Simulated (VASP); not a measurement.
# Bi (Im-3m) in VASP: notebook, part 2 of 2

VASP 6.6.1. The steps go on from the part before.

## 4. Single point, revPBE+D4

This run uses another cell than the first one, of 30.06 Å³/atom, 0.966 times its volume.

INCAR

```
ALGO = Normal
EDIFF = 1E-7
ENCUT = 520
GGA = RE
ISIF = 2
ISMEAR = -1
IVDW = 13
LASPH = T
LCHARG = F
LREAL = F
LWAVE = F
NBANDS = 14
NELM = 60
PREC = Accurate
SIGMA = 0.05
```

KPOINTS

```
k-points
0
Gamma
  9 9 9
```

POSCAR

```
Bi
1.0
   -1.9586667507      1.9586667507      1.9586667507
    1.9586667507     -1.9586667507      1.9586667507
    1.9586667507      1.9586667507     -1.9586667507
Bi
1
Direct
    0.0000000000      0.0000000000      0.0000000000
```

Potentials or basis: VASP PAW PBE potentials, release 64 (Bi_d).

The run is started by

```
$ cat potpaw_PBE.64/Bi_d/POTCAR > POTCAR
$ mpirun -np 1 vasp_std > vasp.out
```

OUTCAR:

```text
EDIFF = 1E-7
   ENCUT = 520
   GGA = RE
   ISIF = 2
   ISMEAR = -1
   IVDW = 13
   LASPH = T
   LREAL = F
   NELM = 60
   PREC = Accurate

 ion  position               nearest neighbor table
   1  0.000  0.000  0.000-

  LATTYP: Found a body centered cubic cell.
 ALAT       =     3.9173335014

  Lattice vectors:

 A1 = (  -1.9586667507,   1.9586667507,   1.9586667507)
 A2 = (   1.9586667507,  -1.9586667507,   1.9586667507)
 A3 = (   1.9586667507,   1.9586667507,  -1.9586667507)

Analysis of symmetry for initial positions (statically):
=====================================================================
 Subroutine PRICEL returns:
 Original cell was already a primitive cell.

 Routine SETGRP: Setting up the symmetry group for a
 body centered cubic supercell.

 Subroutine GETGRP returns: Found 48 space group operations
[... 9 lines left out ...]

 Routine SETGRP: Setting up the symmetry group for a
 body centered cubic supercell.

 Subroutine GETGRP returns: Found 48 space group operations
[... 11 lines left out ...]
                                     Primitive cell

  volume of cell :      30.0567

  direct lattice vectors                    reciprocal lattice vectors
    -1.958666751  1.958666751  1.958666751     0.000000000  0.255275687  0.255275687
     1.958666751 -1.958666751  1.958666751     0.255275687  0.000000000  0.255275687
     1.958666751  1.958666751 -1.958666751     0.255275687  0.255275687  0.000000000

  length of vectors
     3.392510327  3.392510327  3.392510327     0.361014338  0.361014338  0.361014338

  position of ions in fractional coordinates (direct lattice)
     0.000000000  0.000000000  0.000000000

  ion indices of the primitive-cell ions
   primitive index   ion index
                 1           1

----------------------------------------------------------------------------------------

 KPOINTS: k-points

Automatic generation of k-mesh.
[... 91 lines left out ...]
   GGA     = RE    functional components
   LHFCALC =     F    Hartree Fock is set to
   AEXX    =    0.0000 exact exchange contribution
   IVDW    =    13    specifies the selected vdW correction
   LEPSILON=     F    determine dielectric tensor
   LRPA    =     F    only Hartree local field effects (RPA)
 non-spin polarized calculation
  energy-cutoff  :      520.00
  volume of cell :       30.06
 maximum number of plane-waves:       824
 NGX is ok and might be reduce to    28
   NGX = 13   NGY = 13   NGZ = 13

 number of electron      14.9999999 magnetization

 Free energy of the ion-electron system (eV)
  ---------------------------------------------------
  ext. energy  EPLUGINS =         0.00000000
  ---------------------------------------------------
  free energy    TOTEN  =        -3.41342155 eV

  energy without entropy =       -3.40906392  energy(sigma->0) =       -3.41124274

 E-fermi :   8.5218     XC(G=0): -10.4022

 val. band max:        8.4936421625   @ k =   0.2222   0.0000   0.0000
 cond. band min:       8.5342671650   @ k =  -0.2222   0.2222   0.1111
 fundamental gap:      0.0406250025
 Fermi energy:         8.5217966609

 k-point     1 :       0.0000    0.0000    0.0000
  band No.  band energies     occupation
      1     -14.6700      2.00000
      2     -14.6700      2.00000
      3     -14.6700      2.00000
      4     -14.5276      2.00000
      5     -14.5276      2.00000
      6      -5.3185      2.00000
      7      13.8365      0.00000
      8      13.8365      0.00000
      9      13.8365      0.00000
     10      18.0145      0.00000
     11      18.8996      0.00000
     12      18.8996      0.00000
     13      18.8996      0.00000
     14      20.3281      0.00000
[... 377 lines left out ...]
      1     -14.6591      2.00000
      2     -14.6223      2.00000
      3     -14.5733      2.00000
      4     -14.5323      2.00000
      5     -14.4491      2.00000
      6      -1.6162      2.00000
      7       3.8887      2.00000
      8       7.5558      2.00000
      9      11.2037      0.00000
     10      15.9412      0.00000
     11      17.4086      0.00000
     12      18.4419      0.00000
     13      19.9961      0.00000
     14      26.3781      0.00000

 [... further k-points ...]

------------------------ aborting loop because EDIFF is reached ----------------------------------------

  DFT-D4 for vdW energy calculation

  Edisp (eV):   -0.82336

  FORCE on cell =-STRESS in cart. coord.  units (eV):
  Direction    XX          YY          ZZ          XY          YZ          ZX
  --------------------------------------------------------------------------------------
  -------------------------------------------------------------------------------------
  Total      -0.01935    -0.01935    -0.01935    -0.00000    -0.00000     0.00000
  in kB      -1.03152    -1.03152    -1.03152    -0.00000    -0.00000     0.00000
  external pressure =       -1.03 kB  Pullay stress =        0.00 kB

 VOLUME and BASIS-vectors are now :
 -----------------------------------------------------------------------------
  energy-cutoff  :      520.00
  volume of cell :       30.06
      direct lattice vectors                 reciprocal lattice vectors
    -1.958666751  1.958666751  1.958666751     0.000000000  0.255275687  0.255275687
     1.958666751 -1.958666751  1.958666751     0.255275687  0.000000000  0.255275687
     1.958666751  1.958666751 -1.958666751     0.255275687  0.255275687  0.000000000

 POSITION                                       TOTAL-FORCE (eV/Angst)
 -----------------------------------------------------------------------------------
      0.00000      0.00000      0.00000        -0.000000      0.000000     -0.000000
 -----------------------------------------------------------------------------------
    total drift:                               -0.000000     -0.000000     -0.000000

  FREE ENERGIE OF THE ION-ELECTRON SYSTEM (eV)
  ---------------------------------------------------
  free  energy   TOTEN  =        -4.2367861292 eV

  energy  without entropy=       -4.2324285025  energy(sigma->0) =       -4.23460732
```

stdout:

```text
POSCAR found type information on POSCAR Bi
 POSCAR found :  1 types and       1 ions
 scaLAPACK will be used
 -----------------------------------------------------------------------------
|                                                                             |
|                                                                             |
|     You enforced a specific xc type in the INCAR file but a different       |
|     I HOPE YOU KNOW WHAT YOU ARE DOING!                                     |
|                                                                             |
 -----------------------------------------------------------------------------

 LDA part: xc-table for (Slater+PW92), standard interpolation
 POSCAR, INCAR and KPOINTS ok, starting setup
 FFT: planning ... GRIDC
 FFT: planning ... GRID_SOFT
 FFT: planning ... GRID
 WAVECAR not read
 entering main loop
```

Wall time 12 s (1 thread of Intel Xeon 6975P-C (Granite Rapids), shared host); peak memory 0.15 GiB.

What came out:

| Property | Result |
| --- | --- |
| Free energy | -4.2368 eV |
| Pressure | -0.1 GPa |
| Dispersion energy per atom | -0.823 eV |

Levels at points of the mesh, in eV from the Fermi level:
```tsv
k point	band 3	band 4	band 5	band 6	band 7	band 8	band 9	band 10	band 11	band 12
(0.00, 0.00, 0.00)	-23.19	-23.05	-23.05	-13.84	5.31	5.31	5.31	9.49	10.38	10.38
```

Caveat: the PAW data sets were made with another functional, which shifts forces and pressure a little; spin-orbit coupling is left out, which moves the levels of the heavy elements; pairwise dispersion overbinds metals, which lowers pressure and volume.

## 5. Single point, LDA

INCAR

```
SYSTEM = Bi
  ALGO = Fast
  EDIFF = 1E-6
  ENCUT = 520
  GGA = CA
  ISIF = 2
  ISMEAR = 0
  LASPH = .TRUE.
  LCHARG = .FALSE.
  LREAL = .FALSE.
  LWAVE = .FALSE.
  NBANDS = 14
  NELM = 60
  PREC = Accurate
  SIGMA = 0.05
```

KPOINTS

```
k-points
0
G
  9 9 9
  0 0 0
```

POSCAR

```
Bi
1.0
   -1.9814305318      1.9814305318      1.9814305318
    1.9814305318     -1.9814305318      1.9814305318
    1.9814305318      1.9814305318     -1.9814305318
Bi
1
Direct
    0.0000000000      0.0000000000      0.0000000000
```

Potentials or basis: VASP PAW LDA potentials, release 64 (Bi_d).

The run is started by

```
$ cat potpaw_LDA.64/Bi_d/POTCAR > POTCAR
$ mpirun -np 1 vasp_std > vasp.out
```

Wall time 8.7 s (1 thread of Intel Xeon 6975P-C (Granite Rapids), shared host); peak memory 0.13 GiB.

It converged, with:

```yaml
Free_energy: -4.4618 eV
Pressure: -3.2 GPa
```

Levels at points of the mesh, in eV from the Fermi level:
```
           k point  band 3  band 4  band 5  band 6  band 7  band 8  band 9  band 10  band 11  band 12
(0.00, 0.00, 0.00)  -22.97  -22.84  -22.84  -13.53    5.05    5.05    5.05     9.23    10.52    10.52
```

Caveat: spin-orbit coupling is left out, which moves the levels of the heavy elements.

## 6. Overview

```tsv
level	potentials or basis	cell	k mesh	smearing	gap on the mesh (eV)	pressure (GPa)
PBE	VASP PAW PBE potentials, release 64 (Bi_d)	a = 3.432 Å, angles 109.5°, 1 atom	5 × 5 × 5	fermi-dirac 0.06 eV	none	0.9
PBEsol+D3(BJ)	VASP PAW PBE potentials, release 64 (Bi_d)	a = 3.334 Å, angles 109.5°, 1 atom	9 × 9 × 9	fermi-dirac 0.05 eV	none	-0.1
revPBE+D4	VASP PAW PBE potentials, release 64 (Bi_d)	a = 3.393 Å, angles 109.5°, 1 atom	9 × 9 × 9	fermi-dirac 0.05 eV	none	-0.1
LDA	VASP PAW LDA potentials, release 64 (Bi_d)	a = 3.432 Å, angles 109.5°, 1 atom	9 × 9 × 9	gaussian 0.05 eV	none	-3.2
```

Alike in all rows: task single point; no spin polarisation; cutoff (eV) 520.

Caveats: some runs use coarse meshes; spin-orbit coupling is left out, which moves the levels of the heavy elements; the PAW data sets were made with another functional, which shifts forces and pressure a little (some runs); pairwise dispersion overbinds metals, which lowers pressure and volume (some runs).

Total energies depend on the potentials used, so only differences within one code and one set of settings carry meaning.
